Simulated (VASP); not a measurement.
CO2, 12 atoms in the cell. The structure is cubic, space group Pa-3 (No. 205). Conventional cell: a = 5.630 Å, b = 5.630 Å, c = 5.630 Å, α = 90.00°, β = 90.00°, γ = 90.00°. Within 1.6 Å of C (site symmetry -3) lie 2 O at 1.17 Å. Within 1.6 Å of O (site symmetry 3) lie 1 C at 1.17 Å. 

| Quantity | Value |
| --- | --- |
| Program | VASP 6.6.1 |
| Task | electric field gradients |
| Functional | revPBE |
| Potentials or basis | VASP PAW PBE potentials, release 64 (C, O) |
| Cutoff | 520 eV |
| k mesh | 4 × 4 × 4 |
| Occupations | fermi-dirac, width 0.02 eV |
| Spin | no spin polarisation |
| Dipole correction | no |
| Further INCAR settings | ALGO = Normal; EDIFF = 1e-08; NBANDS = 44 |

Potentials or basis: VASP PAW PBE potentials, release 64 (C, O).

Command:

```console
$ cat potpaw_PBE.64/C/POTCAR potpaw_PBE.64/O/POTCAR > POTCAR
$ mpirun -np 1 vasp_std > vasp.out
```

Hardware: 1 thread of AMD EPYC 7R13 Processor (Zen 3), with other jobs on the host.

Q: How long does it take, and how much memory?

A: Wall time 78 s on 1 thread of AMD EPYC 7R13 Processor (Zen 3), with other jobs on the host, peak memory 0.24 GiB. Counts: scf iterations 18, k points 11.
